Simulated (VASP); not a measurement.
# Sb (R-3m) in VASP: a series of runs, part 2 of 2

VASP 6.6.1. The steps go on from the part before.

**3. Single point, LDA**

This run uses another cell than the first one, of 29.60 Å³/atom.

Input file INCAR:

```
SYSTEM = Sb
PREC = Accurate
ENCUT = 500
EDIFF = 1E-6
ISMEAR = -1
SIGMA = 0.05
LREAL = .False.
LASPH = .True.
NELM = 120
ALGO = Normal
ISIF = 2
LWAVE = .False.
LCHARG = .False.
NBANDS = 22
GGA_COMPAT = .False.
```

Input file KPOINTS:

```
Automatic mesh
0
Gamma
  8 8 8
  0 0 0
```

Input file POSCAR:

```
Sb
1.0
    2.1397418462      1.2353805309      3.7327777635
   -2.1397418462      1.2353805309      3.7327777635
    0.0000000000     -2.4707610619      3.7327777635
Sb
2
Direct
    0.7665100000      0.7665100000      0.7665100000
    0.2334900000      0.2334900000      0.2334900000
```

Potentials or basis: VASP PAW LDA potentials, release 64 (Sb_d_GW).

Command:

```
> cat potpaw_LDA.64/Sb_d_GW/POTCAR > POTCAR
> mpirun -np 1 vasp_std > vasp.out
```

OUTCAR:

```text
SYSTEM = Sb
   PREC = Accurate
   ENCUT = 500
   EDIFF = 1E-6
   ISMEAR = -1
   LREAL = .False.
   LASPH = .True.
   NELM = 120
   ISIF = 2

 ion  position               nearest neighbor table
   1  0.767  0.767  0.767-   2 2.89   2 2.89   2 2.89   2 3.33   2 3.33   2 3.33
   2  0.233  0.233  0.233-   1 2.89   1 2.89   1 2.89   1 3.33   1 3.33   1 3.33

  LATTYP: Found a trigonal (rhomboedric) cell.
 ALAT       =     4.4764148664
 COS(alpha) =     0.5430253624

  Lattice vectors:

 A1 = (   2.1397418462,   1.2353805309,   3.7327777635)
 A2 = (  -2.1397418462,   1.2353805309,   3.7327777635)
 A3 = (   0.0000000000,  -2.4707610619,   3.7327777635)

Analysis of symmetry for initial positions (statically):
=====================================================================
 Subroutine PRICEL returns:
 Original cell was already a primitive cell.

 Routine SETGRP: Setting up the symmetry group for a
 trigonal (rhombohedral) supercell.

 Subroutine GETGRP returns: Found 12 space group operations
 (whereof 12 operations were pure point group operations)
 out of a pool of 12 trial point group operations.

[... 158 lines left out ...]
  free energy    TOTEN  =        -9.64645019 eV

  energy without entropy =       -9.64349270  energy(sigma->0) =       -9.64497145

 E-fermi :   5.4412     XC(G=0): -10.2454

 val. band max:        5.4134319561   @ k =   0.3750   0.2500   0.2500
 cond. band min:       5.4421597461   @ k =   0.3750   0.1250   0.1250
 fundamental gap:      0.0287277900
 Fermi energy:         5.4411722585

 k-point     1 :       0.0000    0.0000    0.0000
  band No.  band energies     occupation
      1     -24.0228      2.00000
      2     -24.0228      2.00000
      3     -23.9248      2.00000
      4     -23.9248      2.00000
      5     -23.9001      2.00000
      6     -23.8016      2.00000
[... 589 lines left out ...]
     21      12.7006      0.00000
     22      14.5647      0.00000

 [... further k-points ...]

------------------------ aborting loop because EDIFF is reached ----------------------------------------

  FORCE on cell =-STRESS in cart. coord.  units (eV):
  Direction    XX          YY          ZZ          XY          YZ          ZX
  --------------------------------------------------------------------------------------
  -------------------------------------------------------------------------------------
  Total        0.0583113      0.0583113     -0.2019820      0.0000000      0.0000000      0.0000000
  in kB        1.5780392      1.5780392     -5.4661009      0.0000000      0.0000000      0.0000000
  external PRESSURE =      -0.7700075 kB  Pullay stress =       0.0000000 kB

 VOLUME and BASIS-vectors are now :
 -----------------------------------------------------------------------------
  energy-cutoff  :      500.00
  volume of cell :       59.20
      direct lattice vectors                 reciprocal lattice vectors
     2.139741846  1.235380531  3.732777764     0.233673048  0.134911197  0.089299003
    -2.139741846  1.235380531  3.732777764    -0.233673048  0.134911197  0.089299003
     0.000000000 -2.470761062  3.732777764     0.000000000 -0.269822395  0.089299003

 POSITION                                       TOTAL-FORCE (eV/Angst)
 -----------------------------------------------------------------------------------
      0.00000     -0.00000      8.58363         0.000000      0.000000     -0.126848
      0.00000     -0.00000      2.61470         0.000000     -0.000000      0.126848
 -----------------------------------------------------------------------------------
    total drift:                                0.000000     -0.000000      0.000000

  FREE ENERGIE OF THE ION-ELECTRON SYSTEM (eV)
  ---------------------------------------------------
  free  energy   TOTEN  =        -9.6464501911 eV

  energy  without entropy=       -9.6434927040  energy(sigma->0) =       -9.64497145
```

OSZICAR:

```text
N       E                     dE             d eps       ncg     rms          rms(c)
DAV:   1     0.227805567897E+03    0.22781E+03   -0.92091E+03  4042   0.134E+04
DAV:   2     0.220185513356E+02   -0.20579E+03   -0.19781E+03  5568   0.153E+03
DAV:   3    -0.825637616372E+01   -0.30275E+02   -0.30082E+02  5654   0.243E+02
DAV:   4    -0.962079283613E+01   -0.13644E+01   -0.13639E+01  4960   0.364E+01
DAV:   5    -0.967045443154E+01   -0.49662E-01   -0.49657E-01  4344   0.708E+00    0.406E+00
DAV:   6    -0.965589014592E+01    0.14564E-01   -0.45294E-02  5666   0.599E+00    0.252E+00
DAV:   7    -0.964645867686E+01    0.94315E-02   -0.10666E-02  5380   0.498E+00    0.908E-02
DAV:   8    -0.964643983008E+01    0.18847E-04   -0.91687E-04  5196   0.140E+00    0.555E-02
DAV:   9    -0.964644958185E+01   -0.97518E-05   -0.32197E-05  4740   0.357E-01    0.130E-02
DAV:  10    -0.964645019107E+01   -0.60922E-06   -0.17216E-06  2458   0.112E-01
   1 F= -.96464502E+01 E0= -.96449714E+01  d E =-.295749E-02
```

It took 64 s on 1 thread of AMD EPYC 9R45 (Zen 5), shared host; peak memory 0.2 GiB.

What came out:

| Quantity | Value |
| --- | --- |
| Free energy | -9.6465 eV |
| Pressure | -0.1 GPa |
| Largest force | 0.127 eV/Å |
| Band gap on the k mesh | zero (bands 15 and 16 overlap by 0.30 eV) |

Forces on the atoms (eV/Å):
```
Sb   0.000  0.000 -0.127
Sb   0.000  0.000  0.127
```

Stress tensor (GPa, compression positive):
```
 0.16  0.00  0.00
 0.00  0.16  0.00
 0.00  0.00 -0.55
```

Caveat: spin-orbit coupling is left out, which moves the levels of the heavy elements.

**4. Single point, PBEsol**

This run uses another cell than the first one, of 30.21 Å³/atom.

Input file INCAR:

```
SYSTEM = Sb
PREC = Accurate ; ENCUT = 500
EDIFF = 1E-6 ; ISMEAR = -1
SIGMA = 0.05 ; LREAL = .False.
LASPH = .True. ; NELM = 120
ALGO = Normal ; ISIF = 2
LWAVE = .False. ; LCHARG = .True.
GGA = PS ; LELF = .True.
LVHAR = .True. ; NBANDS = 22
GGA_COMPAT = .False.
```

KPOINTS is that of step 3.

Input file POSCAR:

```
Sb
1.0
    2.1542000000      1.2437279499      3.7580000000
   -2.1542000000      1.2437279499      3.7580000000
    0.0000000000     -2.4874558998      3.7580000000
Sb
2
Direct
    0.7665100000      0.7665100000      0.7665100000
    0.2334900000      0.2334900000      0.2334900000
```

Potentials or basis: VASP PAW PBE potentials, release 64 (Sb_d_GW).

Command:

```
> cat potpaw_PBE.64/Sb_d_GW/POTCAR > POTCAR
> mpirun -np 1 vasp_std > vasp.out
```

Run time: 59 s. Hardware: 1 thread of Intel Xeon Platinum 8488C (Sapphire Rapids), shared host; peak memory 0.25 GiB.

The run converged. Its results:

- Free energy: -9.1665 eV
- Pressure: -0.1 GPa
- Largest force: 0.101 eV/Å
- Band gap on the k mesh: zero (bands 15 and 16 overlap by 0.31 eV)

Forces in eV/Å, atoms in the order of the input:
```
Sb   0.000  0.000 -0.101
Sb   0.000  0.000  0.101
```

Stress tensor (GPa, compression positive):
```
 0.12  0.00  0.00
 0.00  0.12  0.00
 0.00  0.00 -0.43
```

Levels at points of the mesh, in eV from the Fermi level:
| k point | band 13 | band 14 | band 15 | band 16 | band 17 | band 18 |
| --- | --- | --- | --- | --- | --- | --- |
| (0.00, 0.00, 0.00) | -2.13 | -1.86 | -1.86 | 2.01 | 2.62 | 2.62 |
| (0.50, 0.00, 0.00) | -2.00 | -1.89 | -0.37 | -0.31 | 0.08 | 0.42 |
| (0.50, 0.50, 0.00) | -5.53 | -3.83 | -3.73 | 1.42 | 4.86 | 5.42 |
| (0.50, 0.50, 0.50) | -1.37 | -1.37 | -0.57 | 0.06 | 0.06 | 1.01 |

Caveat: the PAW data sets were made with another functional, which shifts forces and pressure a little; spin-orbit coupling is left out, which moves the levels of the heavy elements.

**5. Summary**

| level | potentials or basis | cell | gap on the mesh (eV) | pressure (GPa) | largest force (eV/Å) |
| --- | --- | --- | --- | --- | --- |
| PBE exchange alone | VASP PAW PBE potentials, release 64 (Sb_d_GW) | a = 8.006 Å, angles 32.1°, 2 atoms, atomic positions A | 0.83 | 0.0 | - |
| LDA | VASP PAW LDA potentials, release 64 (Sb_d_GW) | a = 4.476 Å, angles 57.1°, 2 atoms, atomic positions B | none | -0.1 | 0.13 |
| PBEsol | VASP PAW PBE potentials, release 64 (Sb_d_GW) | a = 4.507 Å, angles 57.1°, 2 atoms, atomic positions B | none | -0.1 | 0.10 |

Alike in all rows: task single point; no spin polarisation; k mesh 8 × 8 × 8; cutoff (eV) 500; smearing fermi-dirac 0.05 eV.

Caveats: spin-orbit coupling is left out, which moves the levels of the heavy elements; the PAW data sets were made with another functional, which shifts forces and pressure a little (at least some runs).

Absolute energies hang on the potentials; compare differences alone.

The gap in the log of VASP goes by the Fermi energy; the results here count the filled bands.